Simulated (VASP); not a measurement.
A run of VASP 6.6.1 is set up as follows.

File INCAR:

```
  PREC = Accurate
  ENCUT = 520
  EDIFF = 1E-6
  ISMEAR = 0
  SIGMA = 0.02
  LREAL = F
  LASPH = T
  NELM = 100
  ALGO = Normal
  ISIF = 2
  LWAVE = F
  LCHARG = F
  GGA = PE
  NBANDS = 46
```

Contents of KPOINTS:

```
Automatic mesh
0
Gamma
  6 6 4
```

The input POSCAR:

```
Cd4SeS3
1.0
    4.2418401000      0.0000000000      0.0000000000
    0.0000000000      4.2418401000      0.0000000000
    0.0000000000      0.0000000000     11.9614623000
Cd Se S
4 1 3
Direct
    0.5000000000      0.0000000000      0.6216120000
    0.0000000000      0.5000000000      0.8655710000
    0.5000000000      0.0000000000      0.1344290000
    0.0000000000      0.5000000000      0.3783880000
    0.0000000000      0.0000000000      0.0000000000
    0.5000000000      0.5000000000      0.2565630000
    0.0000000000      0.0000000000      0.5000000000
    0.5000000000      0.5000000000      0.7434370000
```

Potentials or basis: VASP PAW PBE potentials, release 64 (Cd, Se, S).

The run is started by

```bash
$ cat potpaw_PBE.64/Cd/POTCAR potpaw_PBE.64/Se/POTCAR potpaw_PBE.64/S/POTCAR > POTCAR
$ mpirun -np 1 vasp_std > vasp.out
```

Estimate the pressure.

0.3 GPa.

Predict the band gap on the k mesh.

0.84 eV.

A k mesh can miss the band edges.
